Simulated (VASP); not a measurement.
# Zn: relaxation of cell and atoms with B3LYP

Zn:

```
Zn
1.0
     0.00000    1.96478    1.96478
     1.96478    0.00000    1.96478
     1.96478    1.96478    0.00000
Zn
1
Cartesian
  0.0000 0.0000 0.0000
```

This isn't the form of Zn at room conditions, which is hcp.

```
Program                            : VASP 6.6.1
Task                               : relaxation of cell and atoms
Functional                         : B3LYP
Potentials or basis                : VASP PAW PBE potentials, release 64 (Zn)
Cutoff                             : 500 eV
k mesh                             : 6 × 6 × 6
Occupations                        : fermi-dirac, width 0.05 eV
Spin                               : no spin polarisation
Dipole correction                  : no
Grid for exact exchange (PRECFOCK) : Normal
Further INCAR settings             : ALGO = Normal; EDIFF = 1e-07; IBRION = 2; EDIFFG = -0.01; NSW = 60; ISIF = 3
Share of exact exchange            : 0.2
```

```yaml
Relaxed_volume: 15.92 Å³/atom
Relaxed_cell: a = 2.824 Å, b = 2.824 Å, c = 2.824 Å, α = 60.00°, β = 60.00°, γ = 60.00°
Space_group_after_relaxing_to_0.1_Å: Fm-3m (No. 225)
Energy_gained_by_relaxing: 8.5 meV/atom
Ionic_steps: 2
Pressure_after_relaxing: 0.1 GPa
Band_gap_on_the_k_mesh: zero (bands 6 and 7 overlap by 2.82 eV)
```

The path:
```
step  energy change (eV)  largest force (eV/Å)  pressure (GPa)  volume (Å³)
   1              0.0000                0.0000            3.57        15.17
   2             -0.0085                0.0000            0.09        15.92
```

Final structure:
```xyz
1
Lattice="0.0000 1.9968 1.9968 1.9968 0.0000 1.9968 1.9968 1.9968 0.0000" Properties=species:S:1:pos:R:3 pbc="T T T"
Zn    1.9968    0.0000    1.9968
```

Levels at points of the mesh, in eV from the Fermi level:
```tsv
k point	band 3	band 4	band 5	band 6	band 7	band 8	band 9	band 10
(0.00, 0.00, 0.00)	-10.04	-10.04	-9.70	-9.70	18.57	18.57	18.57	19.68
(0.50, 0.00, 0.00)	-10.04	-9.42	-9.42	-3.34	-2.10	15.58	15.58	18.28
(0.50, 0.50, 0.00)	-9.44	-9.34	-9.34	-1.37	1.81	8.92	8.92	12.68
```

Wall time 12 min on 1 thread of AMD EPYC 9R45 96-Core Processor (Zen 5) (shared host), peak memory 0.1 GiB.

Caveat: the k points lie up to 0.45 Å⁻¹ apart in the final cell, too coarse for converged energies and pressures of a metal; the PAW data sets were made with another functional, which shifts forces and pressure a little.
